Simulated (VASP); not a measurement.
## Br: single point with r2SCAN

The system is Br.

```
CELL_PARAMETERS angstrom
0.00000 2.34393 2.34393
2.34393 0.00000 2.34393
2.34393 2.34393 0.00000
ATOMIC_POSITIONS crystal
Br 0.00000 0.00000 0.00000
```

```
Program             : VASP 6.6.1
Task                : single point
Functional          : r2SCAN
Potentials or basis : VASP PAW PBE potentials, release 64 (Br)
Cutoff              : 520 eV
k mesh              : 6 × 6 × 6
Occupations         : gaussian, width 0.1 eV
Spin                : no spin polarisation
```

```
Pressure               : 0.2 GPa
Band gap on the k mesh : zero (an odd number of electrons rules out a gap without spin polarisation)
```

Levels at points of the mesh, in eV from the Fermi level:
```csv
k point,band 1,band 2,band 3,band 4,band 5,band 6,band 7,band 8
"(0.00, 0.00, 0.00)",-15.85,1.04,1.04,1.04,9.28,13.45,13.45,13.45
"(0.50, 0.00, 0.00)",-14.34,-4.64,0.35,0.35,9.34,12.77,12.77,15.74
"(0.50, 0.50, 0.00)",-13.82,-4.13,-1.04,-1.04,7.31,8.59,20.42,21.55
```

It took 38 s on 1 thread of AMD EPYC 7R13 (shared host), peak memory 0.13 GiB.

Caveat: the k points lie up to 0.39 Å⁻¹ apart, too coarse for converged energies and pressures of a metal; the PAW data sets were made with another functional, which shifts forces and pressure a little; an odd number of electrons without spin polarisation forces a metal; a magnetic or distorted state may lie lower.
